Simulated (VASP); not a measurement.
# Ir4C in VASP: relaxation of the atoms with PBE

Aim: the relaxation of the atoms of Ir4C with PBE.

Everything below comes from runs of VASP 6.6.1. Logs are shortened: lines on timing, memory, paths and dates and some standing lists are left out, and cuts for length are marked.

### 1 The cell of the first run

The cell holds a slab with vacuum, 5 atoms: a = 2.737 Å, b = 3.870 Å, c = 19.460 Å, α = 90.00°, β = 90.00°, γ = 90.00°.

### 2 Relaxation of the atoms, PBE

Contents of INCAR:

```
SYSTEM = Ir4C
PREC = Accurate ; ENCUT = 520
EDIFF = 1E-7 ; ISMEAR = 0
SIGMA = 0.1 ; LREAL = .False.
LASPH = .True. ; NELM = 120
ALGO = Normal ; ISIF = 2
LWAVE = .False. ; LCHARG = .False.
LDIPOL = .True. ; IDIPOL = 3
DIPOL = 0.5 0.5 0.334 ; GGA = PE
IBRION = 2 ; NSW = 36
EDIFFG = -0.025 ; GGA_COMPAT = .False.
NELMIN = 4 ; NELMDL = -8
```

Contents of KPOINTS:

```
Automatic mesh
0
Gamma
  10 7 1
  0 0 0
```

Contents of POSCAR:

```
Ir4C
1.0
    2.7367600872      0.0000000000      0.0000000000
    0.0000000000      3.8703632323      0.0000000000
    0.0000000000      0.0000000000     19.4599433759
Ir C
4 1
Selective dynamics
Direct
    0.5000000000      0.5000000000      0.2055504439  F F F
    0.0000000000      0.0000000000      0.2758682253  F F F
    0.5000000000      0.5000000000      0.3454282604  F F F
    0.0000000000      0.0000000000      0.4090424737  F F F
    0.0000000000      0.5000000000      0.4349152063  F F T
```

Potentials or basis: VASP PAW PBE potentials, release 64 (Ir, C).

Run with:

```bash
$ cat potpaw_PBE.64/Ir/POTCAR potpaw_PBE.64/C/POTCAR > POTCAR
$ mpirun -np 1 vasp_std > vasp.out
```

OUTCAR:

```text
SYSTEM = Ir4C
   PREC = Accurate
   ENCUT = 520
   EDIFF = 1E-7
   ISMEAR = 0
   LREAL = .False.
   LASPH = .True.
   NELM = 120
   ISIF = 2
   GGA = PE
   IBRION = 2
   NSW = 36
   EDIFFG = -0.025
   NELMIN = 4
   NELMDL = -8

 ion  position               nearest neighbor table
   1  0.500  0.500  0.206-   3 2.72   2 2.74   2 2.74   2 2.74   2 2.74
   2  0.000  0.000  0.276-   4 2.59   3 2.73   3 2.73   3 2.73   3 2.73   1 2.74   1 2.74   1 2.74
                             1 2.74
   3  0.500  0.500  0.345-   5 2.21   5 2.21   4 2.67   4 2.67   4 2.67   4 2.67   1 2.72   2 2.73
                             2 2.73   2 2.73   2 2.73
   4  0.000  0.000  0.409-   5 2.00   5 2.00   2 2.59   3 2.67   3 2.67   3 2.67   3 2.67
   5  0.000  0.500  0.435-   4 2.00   4 2.00   3 2.21   3 2.21

  LATTYP: Found a simple orthorhombic cell.
 ALAT       =     2.7367600872
 B/A-ratio  =     1.4142135624
 C/A-ratio  =     7.1105770166

  Lattice vectors:

 A1 = (   2.7367600872,   0.0000000000,   0.0000000000)
 A2 = (   0.0000000000,   3.8703632323,   0.0000000000)
 A3 = (   0.0000000000,   0.0000000000,  19.4599433759)

Analysis of symmetry for initial positions (statically):
=====================================================================
 Subroutine PRICEL returns:
 Original cell was already a primitive cell.

 Routine SETGRP: Setting up the symmetry group for a
 simple orthorhombic supercell.

 Subroutine GETGRP returns: Found  4 space group operations
 (whereof  4 operations were pure point group operations)
 out of a pool of  8 trial point group operations.

The static configuration has the point symmetry C_2v.

Analysis of symmetry for dynamics (positions and initial velocities):
=====================================================================
 Subroutine PRICEL returns:
 Original cell was already a primitive cell.

 Routine SETGRP: Setting up the symmetry group for a
 simple orthorhombic supercell.

 Subroutine GETGRP returns: Found  4 space group operations
 (whereof  4 operations were pure point group operations)
 out of a pool of  8 trial point group operations.

The dynamic configuration has the point symmetry C_2v.

Analysis of constrained symmetry for selective dynamics:
=====================================================================
 Subroutine PRICEL returns:
 Original cell was already a primitive cell.

 Routine SETGRP: Setting up the symmetry group for a
 simple orthorhombic supercell.

 Subroutine GETGRP returns: Found  4 space group operations
 (whereof  4 operations were pure point group operations)
 out of a pool of  8 trial point group operations.

The constrained configuration has the point symmetry C_2v.

 Subroutine INISYM returns: Found  4 space group operations
 (whereof  4 operations are pure point group operations),
 and found     1 'primitive' translations

----------------------------------------------------------------------------------------

                                     Primitive cell

  volume of cell :     206.1247

  direct lattice vectors                    reciprocal lattice vectors
     2.736760087  0.000000000  0.000000000     0.365395566  0.000000000  0.000000000
     0.000000000  3.870363232  0.000000000     0.000000000  0.258373682  0.000000000
     0.000000000  0.000000000 19.459943376     0.000000000  0.000000000  0.051387611

  length of vectors
     2.736760087  3.870363232 19.459943376     0.365395566  0.258373682  0.051387611

  position of ions in fractional coordinates (direct lattice)
     0.500000000  0.500000000  0.205550444
     0.000000000  0.000000000  0.275868225
     0.500000000  0.500000000  0.345428260
     0.000000000  0.000000000  0.409042474
     0.000000000  0.500000000  0.434915206

  ion indices of the primitive-cell ions
   primitive index   ion index
                 1           1
                 2           2
                 3           3
                 4           4
                 5           5

----------------------------------------------------------------------------------------

 KPOINTS: Automatic mesh

Automatic generation of k-mesh.
 Grid dimensions read from file:
 generate k-points for:   10    7    1

 Generating k-lattice:

  Cartesian coordinates                     Fractional coordinates (reciprocal lattice)
     0.036539557  0.000000000  0.000000000     0.100000000  0.000000000  0.000000000
     0.000000000  0.036910526  0.000000000     0.000000000  0.142857143  0.000000000
     0.000000000  0.000000000  0.051387611     0.000000000  0.000000000  1.000000000

  Length of vectors
     0.036539557  0.036910526  0.051387611

  Shift w.r.t. Gamma in fractional coordinates (k-lattice)
     0.000000000  0.000000000  0.000000000

 Subroutine IBZKPT returns following result:
 ===========================================

 Found     24 irreducible k-points:

 Following reciprocal coordinates:
            Coordinates               Weight
  0.000000  0.000000  0.000000      1.000000
  0.100000  0.000000  0.000000      2.000000
  0.200000  0.000000  0.000000      2.000000
  0.300000  0.000000  0.000000      2.000000
  0.400000  0.000000  0.000000      2.000000
  0.500000  0.000000  0.000000      1.000000
[... 16 lines left out ...]
  0.400000  0.428571  0.000000      4.000000
  0.500000  0.428571  0.000000      2.000000
   k-points           NKPTS =     24   k-points in BZ     NKDIM =     24   number of bands    NBANDS=     24
   number of dos      NEDOS =    301   number of ions     NIONS =      5
   total plane-waves  NPLWV =  90000
   dimension x,y,z NGX =    20 NGY =   30 NGZ =  150
   dimension x,y,z NGXF=    40 NGYF=   60 NGZF=  300
   ions per type =               4   1
   NGX,Y,Z   is equivalent  to a cutoff of  12.15, 12.89, 12.81 a.u.
   NGXF,Y,Z  is equivalent  to a cutoff of  24.30, 25.77, 25.63 a.u.
 SYSTEM =  Ir4C
   PREC   = accura    normal or accurate (medium, high low for compatibility)
   ISTART =      0    job   : 0-new  1-cont  2-samecut
   ICHARG =      2    charge: 1-file 2-atom 10-const
   ISPIN  =      1    spin polarized calculation?
   LNONCOLLINEAR =      F non collinear calculations
   LSORBIT =      F    spin-orbit coupling
   LASPH  =      T    aspherical Exc in radial PAW
   ENCUT  =  520.0 eV  38.22 Ry    6.18 a.u.   5.09  7.20 36.18*2*pi/ulx,y,z
   NELM   =    120;   NELMIN=  4; NELMDL= -8     # of ELM steps
   EDIFF  = 0.1E-06   stopping-criterion for ELM
   LREAL  =      F    real-space projection
   EDIFFG = -.3E-01   stopping-criterion for IOM
   NSW    =     36    number of steps for IOM
   IBRION =      2    ionic relax: 0-MD 1-quasi-New 2-CG
   NFREE  =      1    steps in history (QN), initial steepest desc. (CG)
   ISIF   =      2    stress and relaxation
   ISYM   =      2    0-nonsym 1-usesym 2-fastsym
   POTIM  = 0.5000    time-step for ionic-motion
   TEBEG  =    0.0;   TEEND  =   0.0 temperature during run
   PSTRESS=    0.0 pullay stress
   NELECT =      40.0000    total number of electrons
   NUPDOWN=      -1.0000    fix difference up-down
   EMIN   =  10.00;   EMAX   =-10.00  energy-range for DOS
   EFERMI =   0.00;   METHOD = LEGACY
   ISMEAR =     0;   SIGMA  =   0.10  broadening in eV -4-tet -1-fermi 0-gaus
   EFERMI_NEDOS =   21; number of points for ismear=-14 and -15
   IALGO  =     38    algorithm
   IMIX   =      4    mixing-type and parameters
     AMIX     =   0.40;   BMIX     =  1.00
     AMIX_MAG =   1.60;   BMIX_MAG =  1.00
  volume/ion in A,a.u.               =      41.22       278.20
  Fermi-wavevector in a.u.,A,eV,Ry     =   0.947803  1.791088 12.222533  0.898331
  Thomas-Fermi vector in A             =   2.075931
   LORBIT       =      0    0 simple, 1 ext, 2 COOP (PROOUT), +10 PAW based schemes
   GGA     = PE    functional components
   LHFCALC =     F    Hartree Fock is set to
   AEXX    =    0.0000 exact exchange contribution
   IVDW    =     0    specifies the selected vdW correction
   LEPSILON=     F    determine dielectric tensor
   LRPA    =     F    only Hartree local field effects (RPA)
 conjugate gradient relaxation of ions
 non-spin polarized calculation
 Gauss-broadening in eV      SIGMA  =   0.10
  energy-cutoff  :      520.00
  volume of cell :      206.12
 maximum number of plane-waves:      5602
   NGX = 11   NGY = 15   NGZ = 73

 dipolmoment           0.000000      0.000000     -0.072019 electrons x Angstroem

--------------------------------------- Ionic step        1  -------------------------------------------

 number of electron      39.9999996 magnetization

 Free energy of the ion-electron system (eV)
  ---------------------------------------------------
  ext. energy  EPLUGINS =         0.00000000
  ---------------------------------------------------
  free energy    TOTEN  =       -39.55329826 eV

  energy without entropy =      -39.51614699  energy(sigma->0) =      -39.53472262

------------------------ aborting loop because EDIFF is reached ----------------------------------------

  FORCE on cell =-STRESS in cart. coord.  units (eV):
  Direction    XX          YY          ZZ          XY          YZ          ZX
  --------------------------------------------------------------------------------------
  -------------------------------------------------------------------------------------
  Total        0.0600323     -0.9022374      2.4603782      0.0000000      0.0000000      0.0000000
  in kB        0.4666224     -7.0129606     19.1241626      0.0000000      0.0000000      0.0000000
  external PRESSURE =       4.1926081 kB  Pullay stress =       0.0000000 kB
[... 63 lines left out ...]
  energy  without entropy=      -39.5422215577  energy(sigma->0) =      -39.56163527

--------------------------------------- Ionic step        3  -------------------------------------------

 number of electron      39.9999996 magnetization

 dipolmoment           0.000000      0.000000      0.021476 electrons x Angstroem

 Free energy of the ion-electron system (eV)
  ---------------------------------------------------
  ext. energy  EPLUGINS =         0.00000000
  ---------------------------------------------------
  free energy    TOTEN  =       -39.59534641 eV

  energy without entropy =      -39.55643668  energy(sigma->0) =      -39.57589154

 E-fermi :  -0.7348     XC(G=0):  -5.2290

 val. band max:       -0.7428810403   @ k =   0.3000   0.4286   0.0000
 cond. band min:      -0.7254136500   @ k =   0.1000   0.0000   0.0000
 fundamental gap:      0.0174673903
 Fermi energy:        -0.7347659976

 k-point     1 :       0.0000    0.0000    0.0000
  band No.  band energies     occupation
      1     -14.9044      2.00000
      2      -9.8007      2.00000
      3      -8.1974      2.00000
      4      -7.5833      2.00000
      5      -6.4185      2.00000
      6      -5.9743      2.00000
[... 637 lines left out ...]
     23       1.1704      0.00000
     24       1.7980      0.00000

------------------------ aborting loop because EDIFF is reached ----------------------------------------

 vacuum level on the upper side and lower side of the slab       (xc-potential included)         0.059        -0.262

  FORCE on cell =-STRESS in cart. coord.  units (eV):
  Direction    XX          YY          ZZ          XY          YZ          ZX
  --------------------------------------------------------------------------------------
  -------------------------------------------------------------------------------------
  Total        1.1269007      1.5786411      3.5504301      0.0000000      0.0000000      0.0000000
  in kB        8.7592354     12.2705478     27.5969776      0.0000000      0.0000000      0.0000000
  external PRESSURE =      16.2089203 kB  Pullay stress =       0.0000000 kB

 VOLUME and BASIS-vectors are now :
 -----------------------------------------------------------------------------
  energy-cutoff  :      520.00
  volume of cell :      206.12
      direct lattice vectors                 reciprocal lattice vectors
     2.736760087  0.000000000  0.000000000     0.365395566  0.000000000  0.000000000
     0.000000000  3.870363232  0.000000000     0.000000000  0.258373682  0.000000000
     0.000000000  0.000000000 19.459943376     0.000000000  0.000000000  0.051387611
[... 11 lines left out ...]
  FREE ENERGIE OF THE ION-ELECTRON SYSTEM (eV)
  ---------------------------------------------------
  free  energy   TOTEN  =       -39.5953464082 eV

  energy  without entropy=      -39.5564366814  energy(sigma->0) =      -39.57589154

 reached required accuracy - stopping structural energy minimisation

 vacuum level on the upper side and lower side of the slab         4.846         4.496
```

Run time: 6.6 min. Hardware: 1 thread of Intel Xeon Platinum 8488C (Sapphire Rapids), shared host; peak memory 0.35 GiB.

Results:

```yaml
Free_energy: -39.5953 eV
Energy_gained_by_relaxing: 8.4 meV/atom
Ionic_steps: 3
Band_gap_on_the_k_mesh: zero (bands 20 and 21 overlap by 1.08 eV)
```

Step by step:
```csv
step,energy change (eV),largest force on free atoms (eV/Å),pressure (GPa)
1,0.0000,0.8490,0.42
2,-0.0278,0.5030,0.91
3,-0.0420,0.0004,1.62
```

Final structure:
```
CELL_PARAMETERS angstrom
2.73676 0.00000 0.00000
0.00000 3.87036 0.00000
0.00000 0.00000 19.45994
ATOMIC_POSITIONS crystal
Ir 0.50000 0.50000 0.20555
Ir 0.00000 0.00000 0.27587
Ir 0.50000 0.50000 0.34543
Ir 0.00000 0.00000 0.40904
C 0.00000 0.50000 0.42994
```

Levels at points of the mesh, in eV from the Fermi level:
| k point | band 17 | band 18 | band 19 | band 20 | band 21 | band 22 | band 23 | band 24 |
| --- | --- | --- | --- | --- | --- | --- | --- | --- |
| (0.00, 0.00, 0.00) | -1.92 | -1.45 | -0.61 | -0.40 | -0.09 | -0.02 | 1.11 | 1.18 |
| (0.50, 0.00, 0.00) | -0.08 | 0.16 | 0.21 | 0.47 | 0.82 | 0.92 | 2.27 | 2.58 |

Caveat: spin-orbit coupling is left out, which moves the levels of the heavy elements.
